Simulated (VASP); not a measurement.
# Si2P3 (I4/mmm) in VASP: a series of runs, part 2 of 2

VASP 6.6.1. The steps go on from the part before.

**3. Single point, PBE**

This run uses another cell than the first one, of 22.95 Å³/atom, 1.243 times its volume.

INCAR reads:

```
  PREC = Accurate
  ENCUT = 520
  EDIFF = 1E-7
  ISMEAR = 0
  SIGMA = 0.1
  LREAL = False
  LASPH = True
  NELM = 100
  ALGO = Normal
  ISIF = 2
  LWAVE = False
  LCHARG = False
  GGA = PE
  NBANDS = 20
```

KPOINTS reads:

```
regular mesh
0
Gamma
  6 6 6
```

POSCAR reads:

```
Si2P3
1.0
   -2.3097088430      2.3097088430      5.3766861087
    2.3097088430     -2.3097088430      5.3766861087
    2.3097088430      2.3097088430     -5.3766861087
Si P
2 3
Direct
    0.2020438644      0.2020438644      0.0000000000
    0.7979561356      0.7979561356      0.0000000000
    0.7500000000      0.2500000000      0.5000000000
    0.2500000000      0.7500000000      0.5000000000
    0.0000000000      0.0000000000      0.0000000000
```

Potentials or basis: VASP PAW PBE potentials, release 64 (Si, P).

Run with:

```console
$ cat potpaw_PBE.64/Si/POTCAR potpaw_PBE.64/P/POTCAR > POTCAR
$ mpirun -np 1 vasp_std > vasp.out
```

OUTCAR:

```text
PREC = Accurate
   ENCUT = 520
   EDIFF = 1E-7
   ISMEAR = 0
   LREAL = False
   LASPH = True
   NELM = 100
   ISIF = 2
   GGA = PE

 ion  position               nearest neighbor table
   1  0.202  0.202  0.000-   5 2.17   4 2.37   3 2.37   3 2.37   4 2.37
   2  0.798  0.798  0.000-   5 2.17   4 2.37   3 2.37   3 2.37   4 2.37
   3  0.750  0.250  0.500-   2 2.37   1 2.37   2 2.37   1 2.37
   4  0.250  0.750  0.500-   2 2.37   1 2.37   2 2.37   1 2.37
   5  0.000  0.000  0.000-   1 2.17   2 2.17

  LATTYP: Found a body centered tetragonal cell.
 ALAT       =     4.6194176860
 C/A-ratio  =     2.3278631525

  Lattice vectors:

 A1 = (  -2.3097088430,   2.3097088430,   5.3766861087)
 A2 = (   2.3097088430,  -2.3097088430,   5.3766861087)
 A3 = (   2.3097088430,   2.3097088430,  -5.3766861087)

Analysis of symmetry for initial positions (statically):
=====================================================================
 Subroutine PRICEL returns:
 Original cell was already a primitive cell.

 Routine SETGRP: Setting up the symmetry group for a
 body centered tetragonal supercell.

 Subroutine GETGRP returns: Found 16 space group operations
 (whereof 16 operations were pure point group operations)
 out of a pool of 16 trial point group operations.

The static configuration has the point symmetry D_4h.

Analysis of symmetry for dynamics (positions and initial velocities):
=====================================================================
 Subroutine PRICEL returns:
 Original cell was already a primitive cell.

 Routine SETGRP: Setting up the symmetry group for a
 body centered tetragonal supercell.

 Subroutine GETGRP returns: Found 16 space group operations
 (whereof 16 operations were pure point group operations)
 out of a pool of 16 trial point group operations.

[... 118 lines left out ...]
   NUPDOWN=      -1.0000    fix difference up-down
   EMIN   =  10.00;   EMAX   =-10.00  energy-range for DOS
   EFERMI =   0.00;   METHOD = LEGACY
   ISMEAR =     0;   SIGMA  =   0.10  broadening in eV -4-tet -1-fermi 0-gaus
   EFERMI_NEDOS =   21; number of points for ismear=-14 and -15
   IALGO  =     38    algorithm
   IMIX   =      4    mixing-type and parameters
     AMIX     =   0.40;   BMIX     =  1.00
     AMIX_MAG =   1.60;   BMIX_MAG =  1.00
  volume/ion in A,a.u.               =      22.95       154.85
  Fermi-wavevector in a.u.,A,eV,Ry     =   0.958123  1.810589 12.490132  0.917999
  Thomas-Fermi vector in A             =   2.087202
   LORBIT       =      0    0 simple, 1 ext, 2 COOP (PROOUT), +10 PAW based schemes
   GGA     = PE    functional components
   LHFCALC =     F    Hartree Fock is set to
   AEXX    =    0.0000 exact exchange contribution
   IVDW    =     0    specifies the selected vdW correction
   LEPSILON=     F    determine dielectric tensor
   LRPA    =     F    only Hartree local field effects (RPA)
 non-spin polarized calculation
 Gauss-broadening in eV      SIGMA  =   0.10
  energy-cutoff  :      520.00
  volume of cell :      114.73
 maximum number of plane-waves:      3140
   NGX = 23   NGY = 23   NGZ = 23

 number of electron      23.0000000 magnetization

 Free energy of the ion-electron system (eV)
  ---------------------------------------------------
  ext. energy  EPLUGINS =         0.00000000
  ---------------------------------------------------
  free energy    TOTEN  =       -24.52359677 eV

  energy without entropy =      -24.51296008  energy(sigma->0) =      -24.51827842

 E-fermi :   3.7795     XC(G=0):  -8.6187

 val. band max:        3.7561439401   @ k =   0.5000   0.5000   0.5000
 cond. band min:       3.7856751972   @ k =  -0.3333   0.3333   0.3333
 fundamental gap:      0.0295312571
 Fermi energy:         3.7795211911

 k-point     1 :       0.0000    0.0000    0.0000
  band No.  band energies     occupation
      1      -9.7554      2.00000
      2      -5.8679      2.00000
      3      -4.9532      2.00000
      4      -4.1228      2.00000
      5      -2.1130      2.00000
      6      -2.1130      2.00000
[... 541 lines left out ...]
     19       9.9665      0.00000
     20      11.4089      0.00000

 [... further k-points ...]
[... 5 lines left out ...]
  --------------------------------------------------------------------------------------
  -------------------------------------------------------------------------------------
  Total       -0.0659687     -0.0659687      0.0745826      0.0000000      0.0000000     -0.0000000
  in kB       -0.9212109     -0.9212109      1.0414988      0.0000000      0.0000000     -0.0000000
  external PRESSURE =      -0.2669743 kB  Pullay stress =       0.0000000 kB

 VOLUME and BASIS-vectors are now :
 -----------------------------------------------------------------------------
  energy-cutoff  :      520.00
  volume of cell :      114.73
      direct lattice vectors                 reciprocal lattice vectors
    -2.309708843  2.309708843  5.376686109     0.000000000  0.216477502  0.092994084
     2.309708843 -2.309708843  5.376686109     0.216477502  0.000000000  0.092994084
     2.309708843  2.309708843 -5.376686109     0.216477502  0.216477502  0.000000000

 POSITION                                       TOTAL-FORCE (eV/Angst)
 -----------------------------------------------------------------------------------
      0.00000      0.00000      2.17265         0.000000      0.000000      0.009155
      0.00000      0.00000      8.58072        -0.000000     -0.000000     -0.009155
      0.00000      2.30971      2.68834         0.000000      0.000000      0.000000
      2.30971      0.00000      2.68834         0.000000      0.000000     -0.000000
      0.00000      0.00000      0.00000         0.000000      0.000000      0.000000
 -----------------------------------------------------------------------------------
    total drift:                               -0.000000     -0.000000      0.000000

  FREE ENERGIE OF THE ION-ELECTRON SYSTEM (eV)
  ---------------------------------------------------
  free  energy   TOTEN  =       -24.5235967658 eV

  energy  without entropy=      -24.5129600826  energy(sigma->0) =      -24.51827842
```

stdout:

```text
POSCAR found type information on POSCAR SiP
 POSCAR found :  2 types and       5 ions
 scaLAPACK will be used
 LDA part: xc-table for (Slater+PW92), standard interpolation
 POSCAR, INCAR and KPOINTS ok, starting setup
 FFT: planning ... GRIDC
 FFT: planning ... GRID_SOFT
 FFT: planning ... GRID
 WAVECAR not read
 entering main loop
```

Wall time 48 s (1 thread of Intel Xeon 6975P-C (Granite Rapids), shared host); peak memory 0.32 GiB.

Results:

```yaml
Free_energy: -24.5236 eV
Pressure: 0.0 GPa
Largest_force: 0.009 eV/Å
```

Forces in eV/Å, atoms in the order of the input:
```
Si   0.000  0.000  0.009
Si   0.000  0.000 -0.009
P    0.000  0.000  0.000
P    0.000  0.000  0.000
P    0.000  0.000  0.000
```

**4. Relaxation of cell and atoms, PBE**

INCAR reads:

```
PREC = Accurate ; ENCUT = 600
EDIFF = 1E-6 ; ISMEAR = 0
SIGMA = 0.1 ; LREAL = F
LASPH = T ; NELM = 60
ALGO = Normal ; ISIF = 3
LWAVE = F ; LCHARG = F
GGA = PE ; IBRION = 2
NSW = 90 ; EDIFFG = -0.04
```

KPOINTS reads:

```
Automatic mesh
0
Gamma
  6 6 6
```

POSCAR reads:

```
Si2P3
1.0
   -2.2843957700      2.2843957700      4.4211023700
    2.2843957700     -2.2843957700      4.4211023700
    2.2843957700      2.2843957700     -4.4211023700
Si P
2 3
Direct
    0.2136204200      0.2136204200      0.0000000000
    0.7863795800      0.7863795800      0.0000000000
    0.7500000000      0.2500000000      0.5000000000
    0.2500000000      0.7500000000      0.5000000000
    0.0000000000      0.0000000000      0.0000000000
```

Run with:

```console
$ cat potpaw_PBE.64/Si/POTCAR potpaw_PBE.64/P/POTCAR > POTCAR
$ mpirun -np 1 vasp_std > vasp.out
```

Wall time 7.6 min (1 thread of Intel Xeon 6975P-C (Granite Rapids), shared host); peak memory 0.34 GiB.

The run converged. Its results:

```
Free energy                            : -24.5213 eV
Relaxed volume                         : 22.92 Å³/atom
Relaxed cell                           : a = 6.293 Å, b = 6.293 Å, c = 6.293 Å, α = 136.98°, β = 136.98°, γ = 62.46°
Space group after relaxing (to 0.05 Å) : I4/mmm (No. 139)
Energy gained by relaxing              : 396.2 meV/atom
Ionic steps                            : 22
Pressure after relaxing                : 0.1 GPa
Largest force after relaxing           : 0.025 eV/Å
```

Forces in eV/Å, atoms in the order of the input:
```
Si   0.000  0.000  0.025
Si   0.000  0.000 -0.025
P    0.000  0.000  0.000
P    0.000  0.000  0.000
P    0.000  0.000  0.000
```

The path:
```csv
step,energy change (eV),largest force (eV/Å),pressure (GPa),volume (Å³)
1,0.0000,6.1253,21.45,92.29
2,-0.3305,1.4607,-6.19,127.68
3,-1.6934,1.0011,0.58,106.17
4,-1.7126,0.8558,1.27,105.18
5,-1.7232,0.5987,2.41,103.72
6,-1.7230,0.6438,2.22,103.95
7,-1.7701,0.5585,-0.66,108.22
8,-1.7701,0.5564,-0.71,108.31
9,-1.8063,0.3411,-0.34,108.73
10,-1.8407,0.1315,0.41,109.49
11,-1.8703,0.1222,0.31,110.39
12,-1.8819,0.6958,0.26,111.84
13,-1.8949,0.8352,0.17,112.48
14,-1.9347,0.7778,-0.12,114.37
15,-1.9030,0.5532,-0.78,118.01
16,-1.9383,0.5219,-0.28,115.81
17,-1.9429,0.6363,-0.17,115.01
18,-1.9688,0.3401,-0.23,115.21
19,-1.9794,0.0238,-0.22,115.43
20,-1.9800,0.0270,-0.11,115.20
21,-1.9808,0.0367,0.24,114.50
22,-1.9812,0.0252,0.12,114.58
```

Final structure:
```
CELL_PARAMETERS angstrom
-2.30728 2.30728 5.38096
2.30728 -2.30728 5.38096
2.30728 2.30728 -5.38096
ATOMIC_POSITIONS crystal
Si 0.20182 0.20182 0.00000
Si 0.79818 0.79818 0.00000
P 0.75000 0.25000 0.50000
P 0.25000 0.75000 0.50000
P 0.00000 0.00000 0.00000
```

Levels at points of the mesh, in eV from the Fermi level:
| k point | band 8 | band 9 | band 10 | band 11 | band 12 | band 13 | band 14 | band 15 |
| --- | --- | --- | --- | --- | --- | --- | --- | --- |
| (0.00, 0.00, 0.00) | -2.42 | -2.42 | -0.31 | -0.06 | -0.06 | 0.01 | 0.26 | 3.14 |
| (0.50, 0.00, 0.00) | -3.59 | -2.21 | -1.98 | -0.19 | 0.84 | 1.82 | 1.92 | 3.11 |
| (0.50, 0.50, 0.00) | -2.17 | -0.97 | 0.42 | 0.44 | 1.40 | 1.42 | 3.22 | 3.24 |
| (0.50, 0.50, 0.50) | -2.27 | -1.92 | -1.92 | -0.10 | -0.10 | -0.02 | 1.27 | 3.58 |

Caveat: the volume moved by over 15 % at a fixed basis, so the end points are rough.

**5. Single point, PBE**

This run uses another cell than the first one, of 23.51 Å³/atom, 1.274 times its volume.

INCAR reads:

```
SYSTEM = Si2P3
PREC = Accurate
ENCUT = 520
EDIFF = 1E-6
ISMEAR = 0
SIGMA = 0.1
LREAL = .False.
LASPH = .True.
NELM = 80
ALGO = Normal
ISIF = 2
LWAVE = .False.
LCHARG = .True.
GGA = PE
LELF = .True.
LVHAR = .True.
NBANDS = 20
```

KPOINTS reads:

```
Automatic mesh
0
Gamma
  12 12 12
  0 0 0
```

POSCAR reads:

```
Si2P3
1.0
   -2.2153967777      2.2153967777      5.9875351538
    2.2153967777     -2.2153967777      5.9875351538
    2.2153967777      2.2153967777     -5.9875351538
Si P
2 3
Direct
    0.1796869514      0.1796869514      0.0000000000
    0.8203130486      0.8203130486      0.0000000000
    0.7500000000      0.2500000000      0.5000000000
    0.2500000000      0.7500000000      0.5000000000
    0.0000000000      0.0000000000      0.0000000000
```

Potentials or basis: VASP PAW PBE potentials, release 64 (Si, P).

Run with:

```console
$ cat potpaw_PBE.64/Si/POTCAR potpaw_PBE.64/P/POTCAR > POTCAR
$ mpirun -np 1 vasp_std > vasp.out
```

OUTCAR:

```text
SYSTEM = Si2P3
   PREC = Accurate
   ENCUT = 520
   EDIFF = 1E-6
   ISMEAR = 0
   LREAL = .False.
   LASPH = .True.
   NELM = 80
   ISIF = 2
   GGA = PE

 ion  position               nearest neighbor table
   1  0.180  0.180  0.000-   5 2.15   4 2.37   3 2.37   3 2.37   4 2.37
   2  0.820  0.820  0.000-   5 2.15   4 2.37   3 2.37   3 2.37   4 2.37
   3  0.750  0.250  0.500-   2 2.37   1 2.37   2 2.37   1 2.37
   4  0.250  0.750  0.500-   2 2.37   1 2.37   2 2.37   1 2.37
   5  0.000  0.000  0.000-   1 2.15   2 2.15

  LATTYP: Found a body centered tetragonal cell.
 ALAT       =     4.4307935554
 C/A-ratio  =     2.7026920027

  Lattice vectors:

 A1 = (  -2.2153967777,   2.2153967777,   5.9875351538)
 A2 = (   2.2153967777,  -2.2153967777,   5.9875351538)
 A3 = (   2.2153967777,   2.2153967777,  -5.9875351538)

Analysis of symmetry for initial positions (statically):
=====================================================================
 Subroutine PRICEL returns:
 Original cell was already a primitive cell.

 Routine SETGRP: Setting up the symmetry group for a
 body centered tetragonal supercell.

[... 168 lines left out ...]
  free energy    TOTEN  =       -24.61562515 eV

  energy without entropy =      -24.59021759  energy(sigma->0) =      -24.60292137

 E-fermi :   3.6136     XC(G=0):  -8.4818

 val. band max:        3.6102001244   @ k =   0.3333   0.2500   0.0000
 cond. band min:       3.6171842020   @ k =  -0.2500  -0.3333   0.2500
 fundamental gap:      0.0069840776
 Fermi energy:         3.6135891341

 k-point     1 :       0.0000    0.0000    0.0000
  band No.  band energies     occupation
      1     -10.1577      2.00000
      2      -6.3277      2.00000
      3      -4.9876      2.00000
      4      -4.7745      2.00000
      5      -2.2687      2.00000
      6      -2.2687      2.00000
[... 541 lines left out ...]
     19       9.3348      0.00000
     20      10.1902      0.00000

 [... further k-points ...]
[... 5 lines left out ...]
  --------------------------------------------------------------------------------------
  -------------------------------------------------------------------------------------
  Total       -0.0750220     -0.0750220     -0.0977638      0.0000000      0.0000000      0.0000000
  in kB       -1.0225581     -1.0225581     -1.3325314      0.0000000      0.0000000      0.0000000
  external PRESSURE =      -1.1258825 kB  Pullay stress =       0.0000000 kB

 VOLUME and BASIS-vectors are now :
 -----------------------------------------------------------------------------
  energy-cutoff  :      520.00
  volume of cell :      117.55
      direct lattice vectors                 reciprocal lattice vectors
    -2.215396778  2.215396778  5.987535154     0.000000000  0.225693205  0.083506817
     2.215396778 -2.215396778  5.987535154     0.225693205  0.000000000  0.083506817
     2.215396778  2.215396778 -5.987535154     0.225693205  0.225693205  0.000000000

 POSITION                                       TOTAL-FORCE (eV/Angst)
 -----------------------------------------------------------------------------------
      0.00000      0.00000      2.15176        -0.000000     -0.000000     -0.017456
      0.00000      0.00000      9.82331        -0.000000     -0.000000      0.017456
      0.00000      2.21540      2.99377         0.000000      0.000000      0.000000
      2.21540      0.00000      2.99377         0.000000      0.000000     -0.000000
      0.00000      0.00000      0.00000         0.000000      0.000000     -0.000000
 -----------------------------------------------------------------------------------
    total drift:                               -0.000000     -0.000000      0.000000

  FREE ENERGIE OF THE ION-ELECTRON SYSTEM (eV)
  ---------------------------------------------------
  free  energy   TOTEN  =       -24.6156251541 eV

  energy  without entropy=      -24.5902175944  energy(sigma->0) =      -24.60292137
```

OSZICAR:

```text
N       E                     dE             d eps       ncg     rms          rms(c)
DAV:   1     0.712364996267E+02    0.71236E+02   -0.87260E+03  6520   0.908E+02
DAV:   2    -0.195268748500E+02   -0.90763E+02   -0.88059E+02  8628   0.154E+02
DAV:   3    -0.248729334836E+02   -0.53461E+01   -0.52602E+01  8496   0.360E+01
DAV:   4    -0.249652458870E+02   -0.92312E-01   -0.92113E-01  8908   0.555E+00
DAV:   5    -0.249674434268E+02   -0.21975E-02   -0.21974E-02  8972   0.821E-01    0.861E+00
DAV:   6    -0.247095766461E+02    0.25787E+00   -0.47887E-01  7624   0.266E+00    0.522E+00
DAV:   7    -0.246464070298E+02    0.63170E-01   -0.45186E-01  8080   0.266E+00    0.211E+00
DAV:   8    -0.246128367042E+02    0.33570E-01   -0.13343E-01  7688   0.169E+00    0.481E-01
DAV:   9    -0.246150203479E+02   -0.21836E-02   -0.24946E-02  7932   0.691E-01    0.390E-01
DAV:  10    -0.246151395504E+02   -0.11920E-03   -0.18329E-03  8512   0.212E-01    0.275E-01
DAV:  11    -0.246154023245E+02   -0.26277E-03   -0.43685E-04  8164   0.101E-01    0.119E-01
DAV:  12    -0.246156217475E+02   -0.21942E-03   -0.52404E-04  7888   0.981E-02    0.466E-02
DAV:  13    -0.246156136009E+02    0.81465E-05   -0.47990E-05  7660   0.365E-02    0.286E-02
DAV:  14    -0.246156255582E+02   -0.11957E-04   -0.15394E-05  7388   0.169E-02    0.116E-02
DAV:  15    -0.246156251541E+02    0.40413E-06   -0.23689E-06  7216   0.653E-03
   1 F= -.24615625E+02 E0= -.24602921E+02  d E =-.254076E-01
```

stdout:

```text
POSCAR found type information on POSCAR SiP
 POSCAR found :  2 types and       5 ions
 scaLAPACK will be used
 LDA part: xc-table for (Slater+PW92), standard interpolation
 POSCAR, INCAR and KPOINTS ok, starting setup
 FFT: planning ... GRIDC
 FFT: planning ... GRID_SOFT
 FFT: planning ... GRID
 WAVECAR not read
 entering main loop
```

Wall time 5.1 min (1 thread of Intel Xeon 6975P-C (Granite Rapids), shared host); peak memory 0.54 GiB.

Results:

```yaml
Free_energy: -24.6156 eV
Pressure: -0.1 GPa
Largest_force: 0.017 eV/Å
```

Forces in eV/Å, atoms in the order of the input:
```
Si   0.000  0.000 -0.017
Si   0.000  0.000  0.017
P    0.000  0.000  0.000
P    0.000  0.000  0.000
P    0.000  0.000  0.000
```

**6. The runs side by side**

```csv
task,cell,k mesh,cutoff (eV),gap on the mesh (eV),pressure (GPa),largest force (eV/Å)
single point,"a = 5.476 Å, angles 130.7, 130.7, 72.3°, 5 atoms",6 × 6 × 6,520,none,21.4,6.13
single point,"a = 6.291 Å, angles 136.9, 136.9, 62.6°, 5 atoms",6 × 6 × 6,520,none,0.0,0.01
relaxation of cell and atoms,"relaxed from a = 5.476 Å, angles 130.7, 130.7, 72.3°, 5 atoms",6 × 6 × 6,600,none,0.1,0.03
single point,"a = 6.758 Å, angles 141.7, 141.7, 55.2°, 5 atoms",12 × 12 × 12,520,none,-0.1,0.02
```

Alike in all rows: level PBE; potentials or basis VASP PAW PBE potentials, release 64 (Si, P); no spin polarisation; smearing gaussian 0.1 eV.

Caveats: forces of over 1 eV/Å act on the atoms, so gaps and moduli don't describe the material at rest (some runs); the volume moved by over 15 % at a fixed basis, so the end points are rough (some runs).

Total energies depend on the potentials used, so only differences within one code and one set of settings carry meaning.
